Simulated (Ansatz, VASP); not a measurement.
**InAs: VASP beside Ansatz**

```xyz
2
Lattice="0.0000 3.0513 3.0513 3.0513 0.0000 3.0513 3.0513 3.0513 0.0000" Properties=species:S:1:pos:R:3 pbc="T T T"
In    0.0000    0.0000    0.0000
As    4.5770    4.5770    4.5770
```

Alike in both runs: task single point; functional PBE; k mesh 10 × 10 × 10; occupations gaussian, width 0.05 eV; no spin polarisation.

```csv
,VASP,Ansatz
version,VASP 6.6.1,Ansatz 0.2.0
potentials or method,"VASP PAW PBE potentials, release 64 (In_d, As), cutoff 520 eV","scalar-relativistic, plane waves, PAW"
valence electrons in the cell,18,28
```

```csv
,VASP,Ansatz,Ansatz less VASP
gap on the k mesh at the Fermi level (eV),none,none,-
pressure (GPa),2.2,2.2,-0.06
```

A gap of «none» marks a metal or a gap that the smearing closes. VASP's potentials hold 18 valence electrons a cell and Ansatz's 28, so a difference there can come from the potentials and not from the codes.
